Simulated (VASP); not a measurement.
# ZnSe (ZnSe (110), 3 layers) in VASP: single point with LDA

Aim: the single point of ZnSe (ZnSe (110), 3 layers) with LDA.

All numbers are computed with VASP 6.6.1; they aren't measurements. Logs are shortened: lines on timing, memory, paths and dates and some standing lists are left out, and cuts for length are marked.

### 1 The cell of the first run

The cell holds a slab with vacuum, 6 atoms: a = 3.937 Å, b = 5.568 Å, c = 19.937 Å, α = 90.00°, β = 90.00°, γ = 90.00°.

### 2 Single point, LDA

INCAR reads:

```
SYSTEM = ZnSe
PREC = Accurate ; ENCUT = 520
EDIFF = 1E-7 ; ISMEAR = -1
SIGMA = 0.02 ; LREAL = .FALSE.
LASPH = .TRUE. ; NELM = 80
ALGO = Normal ; ISIF = 2
LWAVE = .FALSE. ; LCHARG = .FALSE.
GGA = CA ; NBANDS = 36
```

KPOINTS reads:

```
Automatic mesh
0
G
  7 5 1
  0 0 0
```

POSCAR reads:

```
ZnSe
1.0
    3.9370274877      0.0000000000      0.0000000000
    0.0000000000      5.5677976685      0.0000000000
    0.0000000000      0.0000000000     19.9370000000
Zn Se
3 3
Direct
    0.2500000000      0.0841758336      0.4226181302
    0.7500000000      0.6669689217      0.5000000234
    0.2500000000      0.0841759727      0.5773818662
    0.7500000000      0.8779382358      0.3937943372
    0.2500000000      0.4088026170      0.4999999714
    0.7500000000      0.8779384193      0.6062056716
```

Potentials or basis: VASP PAW LDA potentials, release 64 (Zn, Se).

The run is started by

```
cat potpaw_LDA.64/Zn/POTCAR potpaw_LDA.64/Se/POTCAR > POTCAR
mpirun -np 1 vasp_std > vasp.out
```

OUTCAR:

```text
SYSTEM = ZnSe
   PREC = Accurate
   ENCUT = 520
   EDIFF = 1E-7
   ISMEAR = -1
   LREAL = .FALSE.
   LASPH = .TRUE.
   NELM = 80
   ISIF = 2
   GGA = CA

 ion  position               nearest neighbor table
   1  0.250  0.084  0.423-   4 2.35   4 2.35   5 2.38
   2  0.750  0.667  0.500-   6 2.42   4 2.42   5 2.44   5 2.44
   3  0.250  0.084  0.577-   6 2.35   6 2.35   5 2.38
   4  0.750  0.878  0.394-   1 2.35   1 2.35   2 2.42
   5  0.250  0.409  0.500-   1 2.38   3 2.38   2 2.44   2 2.44
   6  0.750  0.878  0.606-   3 2.35   3 2.35   2 2.42

  LATTYP: Found a simple orthorhombic cell.
 ALAT       =     3.9370274877
 B/A-ratio  =     1.4142135624
 C/A-ratio  =     5.0639727719

  Lattice vectors:

 A1 = (   3.9370274877,   0.0000000000,   0.0000000000)
 A2 = (   0.0000000000,   5.5677976685,   0.0000000000)
 A3 = (   0.0000000000,   0.0000000000,  19.9370000000)

Analysis of symmetry for initial positions (statically):
=====================================================================
 Subroutine PRICEL returns:
 Original cell was already a primitive cell.

 Routine SETGRP: Setting up the symmetry group for a
 simple orthorhombic supercell.

 Subroutine GETGRP returns: Found  4 space group operations
 (whereof  2 operations were pure point group operations)
 out of a pool of  8 trial point group operations.

The static configuration has the point symmetry C_1h.
 The point group associated with its full space group is C_2v.

Analysis of symmetry for dynamics (positions and initial velocities):
=====================================================================
 Subroutine PRICEL returns:
 Original cell was already a primitive cell.

 Routine SETGRP: Setting up the symmetry group for a
 simple orthorhombic supercell.

 Subroutine GETGRP returns: Found  4 space group operations
 (whereof  2 operations were pure point group operations)
 out of a pool of  8 trial point group operations.

The dynamic configuration has the point symmetry C_1h.
 The point group associated with its full space group is C_2v.

 Subroutine INISYM returns: Found  4 space group operations
 (whereof  2 operations are pure point group operations),
 and found     1 'primitive' translations

----------------------------------------------------------------------------------------

                                     Primitive cell
[... 86 lines left out ...]
   EDIFF  = 0.1E-06   stopping-criterion for ELM
   LREAL  =      F    real-space projection
   EDIFFG = 0.1E-05   stopping-criterion for IOM
   NSW    =      0    number of steps for IOM
   IBRION =     -1    ionic relax: 0-MD 1-quasi-New 2-CG
   NFREE  =      0    steps in history (QN), initial steepest desc. (CG)
   ISIF   =      2    stress and relaxation
   ISYM   =      2    0-nonsym 1-usesym 2-fastsym
   POTIM  = 0.5000    time-step for ionic-motion
   TEBEG  =    0.0;   TEEND  =   0.0 temperature during run
   PSTRESS=    0.0 pullay stress
   NELECT =      54.0000    total number of electrons
   NUPDOWN=      -1.0000    fix difference up-down
   EMIN   =  10.00;   EMAX   =-10.00  energy-range for DOS
   EFERMI =   0.00;   METHOD = LEGACY
   ISMEAR =    -1;   SIGMA  =   0.02  broadening in eV -4-tet -1-fermi 0-gaus
   EFERMI_NEDOS =   21; number of points for ismear=-14 and -15
   IALGO  =     38    algorithm
   IMIX   =      4    mixing-type and parameters
     AMIX     =   0.40;   BMIX     =  1.00
     AMIX_MAG =   1.60;   BMIX_MAG =  1.00
  volume/ion in A,a.u.               =      72.84       491.54
  Fermi-wavevector in a.u.,A,eV,Ry     =   0.815397  1.540876  9.046126  0.664871
  Thomas-Fermi vector in A             =   1.925477
   LORBIT       =      0    0 simple, 1 ext, 2 COOP (PROOUT), +10 PAW based schemes
   GGA     = CA    functional components
   LHFCALC =     F    Hartree Fock is set to
   AEXX    =    0.0000 exact exchange contribution
   IVDW    =     0    specifies the selected vdW correction
   LEPSILON=     F    determine dielectric tensor
   LRPA    =     F    only Hartree local field effects (RPA)
 non-spin polarized calculation
  energy-cutoff  :      520.00
  volume of cell :      437.03
 maximum number of plane-waves:     11805
 NGX is ok and might be reduce to    30
   NGX = 15   NGY = 21   NGZ = 75

 number of electron      54.0000047 magnetization

 Free energy of the ion-electron system (eV)
  ---------------------------------------------------
  ext. energy  EPLUGINS =         0.00000000
  ---------------------------------------------------
  free energy    TOTEN  =       -20.59726196 eV

  energy without entropy =      -20.59726196  energy(sigma->0) =      -20.59726196

 E-fermi :  -3.1099     XC(G=0):  -3.6145

 val. band max:       -3.5400705121   @ k =   0.0000   0.0000   0.0000
 cond. band min:      -1.6200680532   @ k =   0.0000   0.0000   0.0000
 fundamental gap:      1.9200024589
 Fermi energy:        -3.1099233219

 k-point     1 :       0.0000    0.0000    0.0000
  band No.  band energies     occupation
      1     -16.7477      2.00000
      2     -15.8509      2.00000
      3     -15.7135      2.00000
      4     -10.5108      2.00000
      5     -10.3961      2.00000
      6     -10.3101      2.00000
[... 457 lines left out ...]
     35       3.4875      0.00000
     36       3.6298      0.00000

------------------------ aborting loop because EDIFF is reached ----------------------------------------

  FORCE on cell =-STRESS in cart. coord.  units (eV):
  Direction    XX          YY          ZZ          XY          YZ          ZX
  --------------------------------------------------------------------------------------
  -------------------------------------------------------------------------------------
  Total       -1.0607098     -0.5114378      0.2371435      0.0000000      0.0000000      0.0000000
  in kB       -3.8886195     -1.8749588      0.8693809      0.0000000      0.0000000      0.0000000
  external PRESSURE =      -1.6313992 kB  Pullay stress =       0.0000000 kB

 VOLUME and BASIS-vectors are now :
 -----------------------------------------------------------------------------
  energy-cutoff  :      520.00
  volume of cell :      437.03
      direct lattice vectors                 reciprocal lattice vectors
     3.937027488  0.000000000  0.000000000     0.253998735  0.000000000  0.000000000
     0.000000000  5.567797668  0.000000000     0.000000000  0.179604228  0.000000000
     0.000000000  0.000000000 19.937000000     0.000000000  0.000000000  0.050157998

 POSITION                                       TOTAL-FORCE (eV/Angst)
 -----------------------------------------------------------------------------------
      0.98426      0.46867      8.42574         0.000000      0.007053     -0.008407
      2.95277      3.71355      9.96850         0.000000     -0.007773      0.000000
      0.98426      0.46867     11.51126         0.000000      0.007053      0.008407
      2.95277      4.88818      7.85108         0.000000     -0.015954     -0.047541
      0.98426      2.27613      9.96850         0.000000      0.025575      0.000000
      2.95277      4.88818     12.08592         0.000000     -0.015954      0.047541
 -----------------------------------------------------------------------------------
    total drift:                                0.000000     -0.002439      0.000197

  FREE ENERGIE OF THE ION-ELECTRON SYSTEM (eV)
  ---------------------------------------------------
  free  energy   TOTEN  =       -20.5972619620 eV

  energy  without entropy=      -20.5972619620  energy(sigma->0) =      -20.59726196
```

OSZICAR:

```text
N       E                     dE             d eps       ncg     rms          rms(c)
DAV:   1     0.341894218547E+03    0.34189E+03   -0.21523E+04   872   0.125E+03
DAV:   2     0.200751831905E+02   -0.32182E+03   -0.31325E+03  1036   0.278E+02
DAV:   3    -0.203068410932E+02   -0.40382E+02   -0.40157E+02   996   0.103E+02
[... 17 lines left out ...]
DAV:  21    -0.205972594648E+02   -0.10752E-05   -0.30465E-08   760   0.120E-03    0.151E-04
DAV:  22    -0.205972610176E+02   -0.15528E-05   -0.32451E-08   688   0.115E-03    0.204E-04
DAV:  23    -0.205972614086E+02   -0.39098E-06   -0.37619E-09   748   0.814E-04    0.100E-04
DAV:  24    -0.205972618745E+02   -0.46587E-06   -0.50373E-09   652   0.325E-04    0.703E-05
DAV:  25    -0.205972619620E+02   -0.87528E-07   -0.54685E-10   712   0.108E-04
   1 F= -.20597262E+02 E0= -.20597262E+02  d E =-.117439E-10
```

stdout:

```text
POSCAR found type information on POSCAR ZnSe
 POSCAR found :  2 types and       6 ions
 scaLAPACK will be used
 LDA part: xc-table for (Slater(with rela. corr.)+CA(PZ))
 , standard interpolation
 POSCAR, INCAR and KPOINTS ok, starting setup
 FFT: planning ... GRIDC
 FFT: planning ... GRID_SOFT
 FFT: planning ... GRID
 WAVECAR not read
 entering main loop
```

Run time: 2.7 min. Hardware: 1 thread of AMD EPYC 9R45 (Zen 5), shared host; peak memory 0.4 GiB.

Results:

| Item | Value |
| --- | --- |
| Free energy | -20.5973 eV |
| Largest force | 0.050 eV/Å |
| Band gap on the k mesh | 1.92 eV, direct |

Forces in eV/Å, atoms in the order of the input:
```
Zn   0.000  0.007 -0.008
Zn   0.000 -0.008  0.000
Zn   0.000  0.007  0.008
Se   0.000 -0.016 -0.048
Se   0.000  0.026  0.000
Se   0.000 -0.016  0.048
```

Levels at points of the mesh, in eV from the valence-band top:
```tsv
k point	band 24	band 25	band 26	band 27	band 28	band 29	band 30	band 31
(0.00, 0.00, 0.00)	-0.79	-0.76	-0.64	0.00	1.92	2.98	3.49	3.98
```
